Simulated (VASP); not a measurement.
Here is a VASP 6.6.1 calculation.

Contents of INCAR:

```
SYSTEM = MgB2
PREC = Accurate
ENCUT = 600
EDIFF = 1E-6
ISMEAR = -1
SIGMA = 0.15
LREAL = .FALSE.
LASPH = .TRUE.
NELM = 100
ALGO = Normal
ISIF = 3
LWAVE = .FALSE.
LCHARG = .FALSE.
GGA = PS
IBRION = 2
NSW = 80
EDIFFG = -0.001
PSTRESS = 150.0
```

The input KPOINTS:

```
Automatic mesh
0
G
  18 18 12
  0 0 0
```

File POSCAR:

```
MgB2
1.0
    2.9953688333      0.0000000000      0.0000000000
   -1.4976844167      2.5940655034      0.0000000000
    0.0000000000      0.0000000000      3.3548637297
Mg B
1 2
Direct
    0.0000000000      0.0000000000      0.0000000000
    0.3333333333      0.6666666667      0.5000000000
    0.6666666667      0.3333333333      0.5000000000
```

Potentials or basis: VASP PAW PBE potentials, release 64 (Mg, B).

Run with:

```sh
$ cat potpaw_PBE.64/Mg/POTCAR potpaw_PBE.64/B/POTCAR > POTCAR
$ mpirun -np 1 vasp_std > vasp.out
```

**Question.** What does it give for the space group after relaxing (to 0.1 Å)?

**Answer.** P6/mmm (No. 191).

**Question.** Predict the band gap on the k mesh.

**Answer.** Zero (bands 4 and 5 overlap by 4.26 eV).

**Question.** What does it give for the relaxed cell?

**Answer.** a = 2.996 Å, b = 2.996 Å, c = 3.354 Å, α = 90.00°, β = 90.00°, γ = 120.00°.

Final structure:
```
Mg B
1.0
     2.99648    0.00000    0.00000
    -1.49824    2.59503    0.00000
     0.00000    0.00000    3.35368
Mg B
1 2
Direct
  0.00000 0.00000 0.00000
  0.33333 0.66667 0.50000
  0.66667 0.33333 0.50000
```

Caveat: the cell is relaxed towards a set pressure, so the run minimises the enthalpy, not the energy.
